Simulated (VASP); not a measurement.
A run of VASP 6.6.1 is set up as follows.

Contents of INCAR:

```
SYSTEM = BaTe
  PREC = Accurate
  ENCUT = 520
  EDIFF = 1E-6
  ISMEAR = 0
  SIGMA = 0.01
  LREAL = .False.
  LASPH = .True.
  NELM = 100
  ALGO = Normal
  ISIF = 2
  LWAVE = .False.
  LCHARG = .False.
  GGA = PS
  NBANDS = 15
```

KPOINTS

```
Automatic mesh
0
Gamma
  6 6 6
  0 0 0
```

File POSCAR:

```
BaTe
1.0
    3.5060851892      3.5060851892      0.0000000000
   -3.5060851892      3.5060851892      0.0000000000
    0.0000000000      3.5060851892      3.4610596058
Ba Te
1 1
Direct
    0.0000000000      0.0000000000      0.0000000000
    0.5000000000      0.5000000000      0.0000000000
```

Potentials or basis: VASP PAW PBE potentials, release 64 (Ba_sv, Te).

Command:

```sh
$ cat potpaw_PBE.64/Ba_sv/POTCAR potpaw_PBE.64/Te/POTCAR > POTCAR
$ mpirun -np 1 vasp_std > vasp.out
```

**Question.** Estimate the band gap on the k mesh.

**Answer.** 1.39 eV, indirect (least direct gap 1.78 eV).

**Question.** Predict the pressure.

**Answer.** -0.2 GPa.

Stress tensor (GPa, compression positive):
```
-0.45  0.00  0.00
 0.00 -0.45  0.00
 0.00  0.00  0.44
```

Caveat: the cell differs from its parent crystal (in-plane strain +0.01, then relaxed in part); the PAW data sets were made with another functional, which shifts forces and pressure a little; spin-orbit coupling is left out, which moves the levels of the heavy elements. A k mesh can miss the band edges.
